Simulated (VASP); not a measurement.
Write the native input for VASP 6.6.1 that does the following.

- Task: single point
- Functional: PBEsol
- Potentials or basis: VASP PAW PBE potentials, release 64 (Cl, Li_sv)
- Cutoff: 520 eV
- k mesh: 1 × 1 × 1, shifted
- Occupations: fermi-dirac, width 0.05 eV
- Spin: no spin polarisation
- Dipole correction: no
- Further INCAR settings: LREAL = Auto; ALGO = Normal; EDIFF = 1e-06; NBANDS = 192; ISYM = 0

The structure of LiCl (a cell with a defect) lies in POSCAR:

```
LiCl
1.0
   10.1327090000      0.0000000000      0.0000000000
    0.0000000000     10.1327090000      0.0000000000
    0.0000000000      0.0000000000     10.1327090000
Cl Li
31 31
Direct
    0.2497380000      0.0005870000      0.0000160000
    0.2464500000      0.0005690000      0.5000240000
    0.2464410000      0.5006140000      0.0000150000
    0.7524420000      0.0005960000      0.0000250000
    0.7543070000      0.0006290000      0.5000140000
    0.7543110000      0.5005890000      0.0000570000
    0.7459590000      0.5005610000      0.4999970000
    0.0025970000      0.2511610000      0.0000640000
    0.0081990000      0.2565920000      0.5000480000
    0.0026160000      0.7500270000      0.0000170000
    0.0079730000      0.7447000000      0.5000360000
    0.4998230000      0.2489550000      0.0000220000
    0.4964750000      0.2429860000      0.5000530000
    0.4997770000      0.7522320000      0.0000600000
    0.4965260000      0.7582420000      0.5000170000
    0.0025960000      0.0006380000      0.2505810000
    0.0026170000      0.0005900000      0.7494510000
    0.0081910000      0.5006040000      0.2560380000
    0.0079790000      0.5005960000      0.7441260000
    0.4998230000      0.0005830000      0.2483840000
    0.4997910000      0.0005930000      0.7516600000
    0.4964740000      0.5006090000      0.2424340000
    0.4965210000      0.5005890000      0.7577020000
    0.2510460000      0.2551710000      0.2546050000
    0.2509680000      0.2551740000      0.7455320000
    0.2509530000      0.7460800000      0.2546170000
    0.2509880000      0.7458930000      0.7453210000
    0.7520820000      0.2512070000      0.2506390000
    0.7520950000      0.2511460000      0.7494090000
    0.7520990000      0.7499690000      0.2505750000
    0.7520150000      0.7500210000      0.7494520000
    0.9996020000      0.0006120000      0.9999960000
    0.9975260000      0.0006310000      0.4999850000
    0.9975090000      0.5005960000      0.9999100000
    0.9716990000      0.5005560000      0.4999530000
    0.5027420000      0.0005890000      0.0000170000
    0.5046650000      0.0005900000      0.4999880000
    0.5046530000      0.5006490000      0.0000460000
    0.2527200000      0.2486450000      0.0001220000
    0.2569700000      0.2300010000      0.5000530000
    0.2526980000      0.7526070000      0.0000490000
    0.2570200000      0.7711970000      0.5000600000
    0.7494820000      0.2511160000      0.0000130000
    0.7402550000      0.2556750000      0.5000170000
    0.7494430000      0.7500770000      0.9999750000
    0.7404160000      0.7455260000      0.4999840000
    0.2527310000      0.0005780000      0.2480560000
    0.2527570000      0.0006510000      0.7520260000
    0.2569560000      0.5006130000      0.2294470000
    0.2570170000      0.5006380000      0.7706330000
    0.7494710000      0.0005850000      0.2505080000
    0.7494660000      0.0005840000      0.7494580000
    0.7403650000      0.5005690000      0.2550480000
    0.7403330000      0.5005720000      0.7449130000
    0.0005850000      0.2519300000      0.2513280000
    0.0005520000      0.2518940000      0.7487270000
    0.0005020000      0.7493360000      0.2513230000
    0.0005160000      0.7492960000      0.7487030000
    0.5018040000      0.2556720000      0.2551210000
    0.5017780000      0.2556620000      0.7450650000
    0.5017550000      0.7455320000      0.2550940000
    0.5017380000      0.7455170000      0.7449010000
```

One way to write it, as run:

INCAR

```
SYSTEM = LiCl
  ALGO = Normal
  EDIFF = 1E-6
  ENCUT = 520
  GGA = PS
  ISIF = 2
  ISMEAR = -1
  ISYM = 0
  LASPH = .True.
  LCHARG = .False.
  LREAL = Auto
  LWAVE = .False.
  NBANDS = 192
  NELM = 60
  PREC = Accurate
  SIGMA = 0.05
```

KPOINTS

```
Automatic mesh
0
Gamma
  1 1 1
  0.25 0.25 0.25
```

Potentials or basis: VASP PAW PBE potentials, release 64 (Cl, Li_sv).

Command:

```bash
$ cat potpaw_PBE.64/Cl/POTCAR potpaw_PBE.64/Li_sv/POTCAR > POTCAR
$ mpirun -np 1 vasp_std > vasp.out
```

It gave:

The largest force is 0.016 eV/Å and the band gap on the k mesh is 5.69 eV.

Caveat: the PAW data sets were made with another functional, which shifts forces and pressure a little.

Wall time 58 min on 1 thread of Intel Xeon 8259CL, on a shared host, peak memory 1.2 GiB.
